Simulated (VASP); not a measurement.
Set up this calculation in VASP 6.6.1, as the native input.

| Quantity | Value |
| --- | --- |
| Task | single point |
| Functional | PBE |
| Potentials or basis | VASP PAW PBE potentials, release 64 (Sc_sv, Nb_sv, O) |
| Cutoff | 520 eV |
| k mesh | 6 × 6 × 4 |
| Occupations | gaussian, width 0.1 eV |
| Spin | no spin polarisation |
| Dipole correction | no |
| Further INCAR settings | ALGO = Normal; EDIFF = 1e-06; NBANDS = 38 |

The structure of Sc3NbO2 lies in POSCAR:

```
Sc3NbO2
1.0
    5.4664585958     -0.0000000039      0.0000000000
   -2.7332292945      4.7340920146      0.0000000000
    0.0000000000      0.0000000000      7.7160618894
Sc Nb O
3 1 2
Direct
    0.3333333333      0.6666666667      0.0000000000
    0.6666666667      0.3333333333      0.0000000000
    0.0000000000      0.0000000000      0.0000000000
    0.0000000000      0.0000000000      0.5000000000
    0.0000000000      0.0000000000      0.2557620965
    0.0000000000      0.0000000000      0.7442379035
```

These files were run (other wordings do the same):

INCAR

```
SYSTEM = Sc3NbO2
ALGO = Normal ; EDIFF = 1E-6
ENCUT = 520 ; GGA = PE
ISIF = 2 ; ISMEAR = 0
LASPH = .TRUE. ; LCHARG = .FALSE.
LREAL = .FALSE. ; LWAVE = .FALSE.
NBANDS = 38 ; NELM = 80
PREC = Accurate ; SIGMA = 0.1
```

KPOINTS

```
k-points
0
G
  6 6 4
  0 0 0
```

Potentials or basis: VASP PAW PBE potentials, release 64 (Sc_sv, Nb_sv, O).

Launch:

```console
$ cat potpaw_PBE.64/Sc_sv/POTCAR potpaw_PBE.64/Nb_sv/POTCAR potpaw_PBE.64/O/POTCAR > POTCAR
$ mpirun -np 1 vasp_std > vasp.out
```

It gave:

```yaml
Pressure: 0.2 GPa
Largest_force: 0.104 eV/Å
Band_gap_on_the_k_mesh: zero (band 29 reaches 1.73 eV, above the bottom of band 30 at 1.48 eV)
```

It took 3.1 min on 1 thread of Intel(R) Xeon(R) Platinum 8375C CPU @ 2.90GHz (Ice Lake) (shared host), peak memory 0.4 GiB.
